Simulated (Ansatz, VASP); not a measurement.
Zn: VASP beside Ansatz

INCAR

```
SYSTEM = Zn
PREC     = Accurate       ! precision mode
ENCUT    = 520            ! plane-wave cutoff, eV
EDIFF    = 1E-6           ! SCF threshold, eV
ISMEAR   = 0              ! smearing method
SIGMA    = 0.15           ! smearing width, eV
LREAL    = .FALSE.        ! projectors in reciprocal space
LASPH    = .TRUE.         ! aspherical terms in the spheres
NELM     = 80             ! most SCF steps
ALGO     = Fast           ! electronic algorithm
ISIF     = 2              ! what is computed and relaxed
LWAVE    = .FALSE.        ! write WAVECAR
LCHARG   = .FALSE.        ! write CHGCAR
GGA      = PS             ! functional
NBANDS   = 19             ! bands
```

The input KPOINTS:

```
Automatic mesh
0
G
  24 24 10
  0 0 0
```

Contents of POSCAR:

```
Zn
1.0
    2.8246859364      0.0000000000      0.0000000000
   -1.4123429682      2.4462497786      0.0000000000
    0.0000000000      0.0000000000      4.9467000000
Zn
2
Direct
    0.3333333333      0.6666666667      0.2500000000
    0.6666666667      0.3333333333      0.7500000000
```

Input for Ansatz:

```yaml
crystal:
  lattice:
    - [2.8246859364, 0.0, 0.0]
    - [-1.4123429682, 2.4462497786, 0.0]
    - [0.0, 0.0, 4.9467]
  atoms:
    - { symbol: Zn, position: [0.3333333333, 0.6666666667, 0.25] }
    - { symbol: Zn, position: [0.6666666667, 0.3333333333, 0.75] }
basis:
  ecutwfc: 420
kpoints:
  mp_grid: { grid: [24, 24, 10] }
hamiltonian:
  xc: pbesol
scf:
  occupations: { method: gaussian, width: 0.15 }
output:
  forces: true
  stress: true
  eigenvalues: true
```

Change from the starting cell: strain +0.0600 x Voigt [1, 1, 0, 0, 0, 0], atoms carried along.

Alike in both runs: task single point; functional PBEsol; k mesh 24 × 24 × 10; occupations gaussian, width 0.15 eV; no spin polarisation.

|  | VASP | Ansatz |
| --- | --- | --- |
| version | VASP 6.6.1 | Ansatz 0.2.0 |
| potentials or method | VASP PAW PBE potentials, release 64 (Zn), cutoff 520 eV | scalar-relativistic, plane waves, PAW |
| valence electrons in the cell | 24 | 24 |

Ansatz gave:

```
gap on the k mesh at the Fermi level (eV)                     : none
pressure (GPa)                                                : -10.6
traceless stress, the component that is largest in VASP (GPa) : 1.56
```

Question: What did VASP give for the same quantities?

Answer: gap on the k mesh at the Fermi level (eV): none; pressure (GPa): -10.4; traceless stress, the component that is largest in VASP (GPa): 1.51.

VASP's potentials were made for PBE, not for PBEsol. A gap of «none» marks a metal or a gap that the smearing closes.
